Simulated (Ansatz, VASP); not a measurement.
One calculation of BiSb2O2, two programs

```
Sb Bi O
1.0
    -1.90306    1.90306    7.02833
     1.90306   -1.90306    7.02833
     1.90306    1.90306   -7.02833
Sb Bi O
2 1 2
Direct
  0.66074 0.66074 0.00000
  0.33926 0.33926 0.00000
  0.00000 0.00000 0.00000
  0.75000 0.25000 0.50000
  0.25000 0.75000 0.50000
```

Change from the starting cell: species swapped into the TmFe2Ge2 type (I4/mmm, No. 139).

Alike in both runs: functional PBE; k mesh 14 × 14 × 14; occupations gaussian, width 0.1 eV; no spin polarisation.

Ansatz relaxed the structure, and its values are those at the end. VASP's run is a single point on that final structure, the one shown.

```csv
,VASP,Ansatz
version,VASP 6.6.1,Ansatz 0.2.0
potentials or method,"VASP PAW PBE potentials, release 64 (Sb, Bi_d, O), cutoff 520 eV","scalar-relativistic, plane waves, PAW"
valence electrons in the cell,37,57
```

```tsv
	VASP	Ansatz	Ansatz less VASP
gap on the k mesh at the Fermi level (eV)	none	none	-
pressure (GPa)	-0.5	0.0	+0.54
rms of the force components (eV/Å)	0.031	0.001	-0.0308
```

A gap of «none» marks a metal or a gap that the smearing closes. VASP's potentials hold 37 valence electrons a cell and Ansatz's 57, so a difference there can come from the potentials and not from the codes.

Spin-orbit coupling is off throughout.
